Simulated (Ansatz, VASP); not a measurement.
## Two plane-wave programs on H

```xyz
1
Lattice="7.6672 0.0000 0.0000 0.0000 7.6672 0.0000 0.0000 0.0000 27.6279" Properties=species:S:1:pos:R:3 pbc="T T T"
H     5.7086    5.0906   15.8069
```

Alike in both runs: task single point; functional PBE; dispersion D3(BJ); k mesh 2 × 2 × 1; occupations gaussian, width 0.05 eV; collinear spin.

```csv
,VASP,Ansatz
version,VASP 6.6.1,Ansatz 0.2.0
potentials or method,"VASP PAW PBE potentials, release 64 (H), cutoff 520 eV","scalar-relativistic, plane waves, PAW"
valence electrons in the cell,1,1
```

```tsv
	VASP	Ansatz	Ansatz less VASP
gap on the k mesh at the Fermi level (eV)	7.30	7.29	-0.014
net moment per atom (μB)	1.00	1.00	0.000
size of the moment on the site where the two differ most (μB)	0.38	1.00	+0.619
```

Site moments also hang on the region over which each program counts them. Ansatz's warnings: nearly empty spin channel levels not settled, published levels not confirmed, stability check not made.
